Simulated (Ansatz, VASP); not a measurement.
W: VASP beside Ansatz

```
W
1.0
     2.63737    0.00000    0.00000
     0.00000    2.63737    0.00000
     0.00000    0.00000    2.63739
W
1
Direct
  0.00000 0.00000 0.00000
```

Alike in both runs: functional PBE; k mesh 20 × 20 × 20; occupations gaussian, width 0.1 eV; no spin polarisation.

Ansatz relaxed the structure, and its values are those at the end. VASP's run is a single point on that final structure, the one shown.

|  | VASP | Ansatz |
| --- | --- | --- |
| version | VASP 6.6.1 | Ansatz 0.2.0 |
| potentials or method | VASP PAW PBE potentials, release 64 (W_sv), cutoff 520 eV | scalar-relativistic, plane waves, PAW |
| valence electrons in the cell | 14 | 14 |

```tsv
	VASP	Ansatz	Ansatz less VASP
gap on the k mesh at the Fermi level (eV)	none	none	-
pressure (GPa)	0.6	0.0	-0.55
```

A gap of «none» marks a metal or a gap that the smearing closes. The functional is the same, so the differences come from potentials, cutoffs and numerics.

Spin-orbit coupling is off throughout.
